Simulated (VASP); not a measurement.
A run of VASP 6.6.1:

INCAR

```
PREC = Accurate
ENCUT = 520
EDIFF = 1E-6
ISMEAR = 0
SIGMA = 0.1
LREAL = F
LASPH = T
NELM = 100
ALGO = Normal
ISIF = 2
LWAVE = F
LCHARG = F
GGA = PE
NBANDS = 23
```

Contents of KPOINTS:

```
Automatic mesh
0
Gamma
  8 8 8
```

Contents of POSCAR:

```
Si4Ge
1.0
   -1.4146170700      1.4146170700     10.0028532000
    1.4146170700     -1.4146170700     10.0028532000
    1.4146170700      1.4146170700    -10.0028532000
Si Ge
4 1
Direct
    0.6000000000      0.6000000000      0.0000000000
    0.2000000000      0.2000000000      0.0000000000
    0.8000000000      0.8000000000      0.0000000000
    0.4000000000      0.4000000000      0.0000000000
    0.0000000000      0.0000000000      0.0000000000
```

Potentials or basis: VASP PAW PBE potentials, release 64 (Si, Ge_d).

The run is started by

```sh
$ cat potpaw_PBE.64/Si/POTCAR potpaw_PBE.64/Ge_d/POTCAR > POTCAR
$ mpirun -np 1 vasp_std > vasp.out
```

Hardware: 1 thread of AMD EPYC 7R43 64-Core Processor (Zen 3), on a shared host.

Q: Estimate the wall time of this run.

A: Run time: 19 min on 1 thread of AMD EPYC 7R43 64-Core Processor (Zen 3), on a shared host, peak memory 0.89 GiB. Counts: scf iterations 12, k points 59.
